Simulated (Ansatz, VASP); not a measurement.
# Two plane-wave programs on LiPb2

Contents of INCAR:

```
SYSTEM = LiPb2
  PREC = Accurate
  ENCUT = 520
  EDIFF = 1E-6
  ISMEAR = 0
  SIGMA = 0.1
  LREAL = .FALSE.
  LASPH = .TRUE.
  NELM = 60
  ALGO = Normal
  ISIF = 2
  LWAVE = .FALSE.
  LCHARG = .FALSE.
  GGA = PE
  NBANDS = 22
```

File KPOINTS:

```
Automatic mesh
0
G
  6 6 2
  0 0 0
```

File POSCAR:

```
LiPb2
1.0
    3.0219172800      0.0000000000      0.0000000000
   -1.5109586400      2.6170571300      0.0000000000
    0.0000000000      0.0000000000      7.5260470300
Li Pb
1 2
Direct
    0.0000000000      0.0000000000      0.5000000000
    0.3333333300      0.6666666700      0.8165611100
    0.6666666700      0.3333333300      0.1834388900
```

Input for Ansatz:

```yaml
crystal:
  lattice:
    - [3.02191728, 0.0, 0.0]
    - [-1.51095864, 2.61705713, 0.0]
    - [0.0, 0.0, 7.52604703]
  atoms:
    - { symbol: Li, position: [0.0, 0.0, 0.5] }
    - { symbol: Pb, position: [0.33333333, 0.66666667, 0.81656111] }
    - { symbol: Pb, position: [0.66666667, 0.33333333, 0.18343889] }
basis:
  ecutwfc: 420
kpoints:
  mp_grid: { grid: [6, 6, 2] }
hamiltonian:
  xc: pbe
scf:
  occupations: { method: gaussian, width: 0.1 }
  lower_state_search: "off"
output:
  forces: true
  stress: true
  eigenvalues: true
```

Alike in both runs: task single point; functional PBE; k mesh 6 × 6 × 2; occupations gaussian, width 0.1 eV; no spin polarisation.

|  | VASP | Ansatz |
| --- | --- | --- |
| version | VASP 6.6.1 | Ansatz 0.2.0 |
| potentials or method | VASP PAW PBE potentials, release 64 (Li_sv, Pb_d), cutoff 520 eV | scalar-relativistic, plane waves, PAW |
| valence electrons in the cell | 31 | 31 |

|  | VASP | Ansatz | Ansatz less VASP |
| --- | --- | --- | --- |
| gap on the k mesh at the Fermi level (eV) | none | none | - |
| rms of the force components (eV/Å) | 0.563 | 0.564 | +0.0003 |

Atom by atom the forces differ by 0.000 eV/Å (rms over components). A gap of «none» marks a metal or a gap that the smearing closes.

The k mesh is coarse, so the values compare programs but aren't converged. Neither program's run includes spin-orbit coupling. Noted on VASP's run: the cutoff is short for stress, so the pressure is rough.
